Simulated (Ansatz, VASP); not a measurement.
**Two plane-wave programs on FeO**

```xyz
2
Lattice="0.0000 2.1554 2.1554 2.1554 0.0000 2.1554 2.1554 2.1554 0.0000" Properties=species:S:1:pos:R:3 pbc="T T T"
Fe    0.0000    0.0000    0.0000
O     2.1554    2.1554    2.1554
```

Alike in both runs: task single point; functional PBE; k mesh 11 × 11 × 11; occupations fermi-dirac, width 0.05 eV; collinear spin, ferromagnetic start.

|  | VASP | Ansatz |
| --- | --- | --- |
| version | VASP 6.6.1 | Ansatz 0.2.0 |
| potentials or method | VASP PAW PBE potentials, release 64 (Fe, O) | Ansatz PAW |
| plane-wave cutoff (eV) | 520 | 420 |
| valence electrons in the cell | 14 | 22 |

VASP gave:

```
gap on the k mesh at the Fermi level (eV)                     : none
pressure (GPa)                                                : -0.1
net moment per atom (μB)                                      : 2.00
size of the moment on the site where the two differ most (μB) : 3.62
```

Problem. What did Ansatz give for the same quantities?

Solution. gap on the k mesh at the Fermi level (eV): none; pressure (GPa): -0.2; net moment per atom (μB): 2.00; size of the moment on the site where the two differ most (μB): 3.45.

Site moments also hang on the region over which each program counts them. A gap of «none» marks a metal or a gap that the smearing closes. With one functional, cell and mesh, what is left measures potentials, basis and numerics. VASP's potentials hold 14 valence electrons a cell and Ansatz's 22, so a difference there can come from the potentials and not from the codes.
